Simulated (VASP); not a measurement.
# Ru4C in VASP: relaxation of the atoms with LDA

Aim: the relaxation of the atoms of Ru4C with LDA.

Program: VASP 6.6.1. These are calculated values, not measurements. Logs are shortened: lines on timing, memory, paths and dates and some standing lists are left out, and cuts for length are marked.

## (1) The cell of the first run

The cell holds a slab with vacuum, 5 atoms: a = 2.674 Å, b = 2.674 Å, c = 21.762 Å, α = 90.00°, β = 90.00°, γ = 120.00°.

## (2) Relaxation of the atoms, LDA

Input file INCAR:

```
ALGO = Normal ; DIPOL = 0.5 0.5 0.367
EDIFF = 1E-7 ; EDIFFG = -0.025
ENCUT = 520 ; IBRION = 2
IDIPOL = 3 ; ISIF = 2
ISMEAR = 0 ; LASPH = T
LCHARG = F ; LDIPOL = T
LREAL = F ; LWAVE = F
NELM = 80 ; NSW = 36
PREC = Accurate ; SIGMA = 0.1
```

Input file KPOINTS:

```
k-points
0
Gamma
  12 12 1
```

Input file POSCAR:

```
Ru4C
1.0
    2.6740588508      0.0000000000      0.0000000000
   -1.3370294254      2.3158028960      0.0000000000
    0.0000000000      0.0000000000     21.7622039047
Ru C
4 1
Selective dynamics
Direct
    0.6666666667      0.3333333333      0.1838049132  F F F
    0.3333333333      0.6666666667      0.2809173428  F F F
    0.6666666667      0.3333333333      0.3776317450  F F F
    0.3333333333      0.6666666667      0.4715608745  F F F
    1.0000000000      1.0000000000      0.5221072256  F F T
```

Potentials or basis: VASP PAW LDA potentials, release 64 (Ru_pv, C).

Run with:

```bash
cat potpaw_LDA.64/Ru_pv/POTCAR potpaw_LDA.64/C/POTCAR > POTCAR
mpirun -np 1 vasp_std > vasp.out
```

OUTCAR:

```text
EDIFF = 1E-7
   EDIFFG = -0.025
   ENCUT = 520
   IBRION = 2
   ISIF = 2
   ISMEAR = 0
   LASPH = T
   LREAL = F
   NELM = 80
   NSW = 36
   PREC = Accurate

 ion  position               nearest neighbor table
   1  0.667  0.333  0.184-   2 2.62   2 2.62   2 2.62
   2  0.333  0.667  0.281-   3 2.61   3 2.61   3 2.61   1 2.62   1 2.62   1 2.62
   3  0.667  0.333  0.378-   4 2.56   4 2.56   4 2.56   2 2.61   2 2.61   2 2.61
   4  0.333  0.667  0.472-   5 1.90   5 1.90   5 1.90   3 2.56   3 2.56   3 2.56
   5  0.000  0.000  0.522-   4 1.90   4 1.90   4 1.90

  LATTYP: Found a hexagonal cell.
 ALAT       =     2.6740588508
 C/A-ratio  =     8.1382666272

  Lattice vectors:

 A1 = (   2.6740588508,   0.0000000000,   0.0000000000)
 A2 = (  -1.3370294254,   2.3158028960,   0.0000000000)
 A3 = (   0.0000000000,   0.0000000000,  21.7622039047)

Analysis of symmetry for initial positions (statically):
=====================================================================
 Subroutine PRICEL returns:
 Original cell was already a primitive cell.

 Routine SETGRP: Setting up the symmetry group for a
 hexagonal supercell.

 Subroutine GETGRP returns: Found  6 space group operations
 (whereof  6 operations were pure point group operations)
 out of a pool of 24 trial point group operations.

The static configuration has the point symmetry C_3v.

Analysis of symmetry for dynamics (positions and initial velocities):
=====================================================================
 Subroutine PRICEL returns:
 Original cell was already a primitive cell.

 Routine SETGRP: Setting up the symmetry group for a
 hexagonal supercell.

 Subroutine GETGRP returns: Found  6 space group operations
 (whereof  6 operations were pure point group operations)
 out of a pool of 24 trial point group operations.

The dynamic configuration has the point symmetry C_3v.

Analysis of constrained symmetry for selective dynamics:
=====================================================================
 Subroutine PRICEL returns:
 Original cell was already a primitive cell.

 Routine SETGRP: Setting up the symmetry group for a
 hexagonal supercell.

 Subroutine GETGRP returns: Found  6 space group operations
 (whereof  6 operations were pure point group operations)
 out of a pool of 24 trial point group operations.

The constrained configuration has the point symmetry C_3v.

[... 124 lines left out ...]
   LHFCALC =     F    Hartree Fock is set to
   AEXX    =    0.0000 exact exchange contribution
   IVDW    =     0    specifies the selected vdW correction
   LEPSILON=     F    determine dielectric tensor
   LRPA    =     F    only Hartree local field effects (RPA)
 conjugate gradient relaxation of ions
 non-spin polarized calculation
 Gauss-broadening in eV      SIGMA  =   0.10
  energy-cutoff  :      520.00
  volume of cell :      134.76
 maximum number of plane-waves:      3677
 NGX is ok and might be reduce to    20
   NGX =  9   NGY =  9   NGZ = 81

--------------------------------------- Ionic step        1  -------------------------------------------

 number of electron      60.0000000 magnetization

 Free energy of the ion-electron system (eV)
  ---------------------------------------------------
  ext. energy  EPLUGINS =         0.00000000
  ---------------------------------------------------
  free energy    TOTEN  =       -48.07099217 eV

  energy without entropy =      -48.05534351  energy(sigma->0) =      -48.06316784

------------------------ aborting loop because EDIFF is reached ----------------------------------------

  FORCE on cell =-STRESS in cart. coord.  units (eV):
  Direction    XX          YY          ZZ          XY          YZ          ZX
  --------------------------------------------------------------------------------------
  -------------------------------------------------------------------------------------
  Total        5.5225528      5.5225528      6.1501950      0.0000000      0.0000000      0.0000000
  in kB       65.6560926     65.6560926     73.1179551      0.0000000      0.0000000      0.0000000
  external PRESSURE =      68.1433801 kB  Pullay stress =       0.0000000 kB
[... 20 lines left out ...]
  FREE ENERGIE OF THE ION-ELECTRON SYSTEM (eV)
  ---------------------------------------------------
  free  energy   TOTEN  =       -48.0709921709 eV

  energy  without entropy=      -48.0553435114  energy(sigma->0) =      -48.06316784

 dipolmoment           0.000000      0.000000     -0.015379 electrons x Angstroem

--------------------------------------- Ionic step        2  -------------------------------------------

 number of electron      60.0000000 magnetization

------------------------ aborting loop because EDIFF is reached ----------------------------------------
[... 34 lines left out ...]
--------------------------------------- Ionic step        3  -------------------------------------------

 number of electron      60.0000000 magnetization

 dipolmoment           0.000000      0.000000      0.010126 electrons x Angstroem

 Free energy of the ion-electron system (eV)
  ---------------------------------------------------
  ext. energy  EPLUGINS =         0.00000000
  ---------------------------------------------------
  free energy    TOTEN  =       -48.10429477 eV

  energy without entropy =      -48.08820297  energy(sigma->0) =      -48.09624887

 E-fermi :   2.5150     XC(G=0):  -7.0742

 val. band max:        2.5146004673   @ k =   0.4167   0.0000   0.0000
 cond. band min:       2.5606988042   @ k =   0.1667   0.0833   0.0000
 fundamental gap:      0.0460983370
 Fermi energy:         2.5149600066

 k-point     1 :       0.0000    0.0000    0.0000
  band No.  band energies     occupation
      1     -41.4383      2.00000
      2     -40.9118      2.00000
      3     -40.7059      2.00000
      4     -40.7059      2.00000
      5     -40.3299      2.00000
      6     -40.1645      2.00000
[... 730 lines left out ...]
     35       5.0610      0.00000
     36       7.9320      0.00000

------------------------ aborting loop because EDIFF is reached ----------------------------------------

 vacuum level on the upper side and lower side of the slab       (xc-potential included)         0.135        -0.236

  FORCE on cell =-STRESS in cart. coord.  units (eV):
  Direction    XX          YY          ZZ          XY          YZ          ZX
  --------------------------------------------------------------------------------------
  -------------------------------------------------------------------------------------
  Total        3.7999589      3.7999589      4.6912913      0.0000000      0.0000000     -0.0000000
  in kB       45.1766525     45.1766525     55.7734553      0.0000000      0.0000000     -0.0000000
  external PRESSURE =      48.7089201 kB  Pullay stress =       0.0000000 kB
[... 20 lines left out ...]
  FREE ENERGIE OF THE ION-ELECTRON SYSTEM (eV)
  ---------------------------------------------------
  free  energy   TOTEN  =       -48.1042947664 eV

  energy  without entropy=      -48.0882029684  energy(sigma->0) =      -48.09624887

 reached required accuracy - stopping structural energy minimisation

 vacuum level on the upper side and lower side of the slab         8.258         7.929
```

OSZICAR:

```text
N       E                     dE             d eps       ncg     rms          rms(c)
DAV:   1     0.647243851956E+03    0.64724E+03   -0.37996E+04  1640   0.162E+03
DAV:   2    -0.259827600575E+02   -0.67323E+03   -0.65515E+03  1484   0.480E+02
DAV:   3    -0.519670788265E+02   -0.25984E+02   -0.24803E+02  1812   0.884E+01
[... 82 lines left out ...]
DAV:  12    -0.481042913194E+02   -0.21718E-05   -0.17963E-07  1068   0.182E-03    0.277E-03
DAV:  13    -0.481042930238E+02   -0.17044E-05   -0.20269E-07  1028   0.213E-03    0.185E-03
DAV:  14    -0.481042941579E+02   -0.11341E-05   -0.16975E-07  1044   0.163E-03    0.103E-03
DAV:  15    -0.481042946965E+02   -0.53855E-06   -0.86375E-08   908   0.978E-04    0.633E-04
DAV:  16    -0.481042947664E+02   -0.69930E-07   -0.12335E-08   740   0.518E-04
   3 F= -.48104295E+02 E0= -.48096249E+02  d E =-.333026E-01
```

CONTCAR:

```text
Ru4C
   1.00000000000000
     2.6740588507999998    0.0000000000000000    0.0000000000000000
    -1.3370294253999999    2.3158028960000001    0.0000000000000000
     0.0000000000000000    0.0000000000000000   21.7622039047000015
  Ru              C
     4     1
Selective dynamics
Direct
     0.6666666667000030    0.3333333332999970    0.1838049131999995   F   F   F
     0.3333333332999970    0.6666666667000030    0.2809173428000022   F   F   F
     0.6666666667000030    0.3333333332999970    0.3776317450000022   F   F   F
     0.3333333332999970    0.6666666667000030    0.4715608744999997   F   F   F
     0.0000000000000000    0.0000000000000000    0.5252345966748286   F   F   T

  0.00000000E+00  0.00000000E+00  0.00000000E+00
  0.00000000E+00  0.00000000E+00  0.00000000E+00
  0.00000000E+00  0.00000000E+00  0.00000000E+00
  0.00000000E+00  0.00000000E+00  0.00000000E+00
  0.00000000E+00  0.00000000E+00  0.00000000E+00
```

It took 6.4 min on 1 thread of Intel Xeon Platinum 8259CL at 2.50GHz (Skylake/Cascade Lake), shared host; peak memory 0.25 GiB.

What came out:

```yaml
Free_energy: -48.1043 eV
Energy_gained_by_relaxing: 6.7 meV/atom
Ionic_steps: 3
Band_gap_on_the_k_mesh: zero (bands 30 and 31 overlap by 2.09 eV)
```

The path:
```
step  energy change (eV)  largest force on free atoms (eV/Å)  pressure (GPa)
   1              0.0000                              0.9935            6.81
   2             -0.0304                              0.2838            5.42
   3             -0.0333                              0.0051            4.87
```

Final structure:
```yaml
crystal:
  lattice:
    - [2.67406, 0.00000, 0.00000]
    - [-1.33703, 2.31580, 0.00000]
    - [0.00000, 0.00000, 21.76220]
  atoms:
    - { symbol: Ru, position: [0.66667, 0.33333, 0.18380] }
    - { symbol: Ru, position: [0.33333, 0.66667, 0.28092] }
    - { symbol: Ru, position: [0.66667, 0.33333, 0.37763] }
    - { symbol: Ru, position: [0.33333, 0.66667, 0.47156] }
    - { symbol: C, position: [0.00000, 0.00000, 0.52523] }
```

The gap in the log of VASP goes by the Fermi energy; the results here count the filled bands.